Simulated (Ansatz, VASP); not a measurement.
# Two plane-wave programs on GaN

```
Ga N
1.0
     0.00000    2.19716    2.19716
     2.19716    0.00000    2.19716
     2.19716    2.19716    0.00000
Ga N
1 1
Direct
  0.00000 0.00000 0.00000
  0.75000 0.75000 0.75000
```

Change from the starting cell: strain -0.025 along x and y, -0.025 along z, atoms carried along.

Alike in both runs: task single point; functional r2SCAN; k mesh 10 × 10 × 10; occupations gaussian, width 0.05 eV; no spin polarisation.

|  | VASP | Ansatz |
| --- | --- | --- |
| version | VASP 6.6.1 | Ansatz 0.2.0 |
| potentials or method | VASP PAW PBE potentials, release 64 (Ga_d, N), cutoff 520 eV | scalar-relativistic, plane waves, PAW |
| valence electrons in the cell | 18 | 18 |

Ansatz gave:

| Property | Result |
| --- | --- |
| gap on the k mesh at the Fermi level (eV) | 2.64 |
| least direct gap on the mesh (eV) | 2.64 |
| pressure (GPa) | 16.0 |

Task: Which values does VASP return?

Result: gap on the k mesh at the Fermi level (eV): 2.62; least direct gap on the mesh (eV): 2.62; pressure (GPa): 17.3.

VASP's potentials were made for PBE, not for r2SCAN. The functional is the same, so the differences come from potentials, cutoffs and numerics.
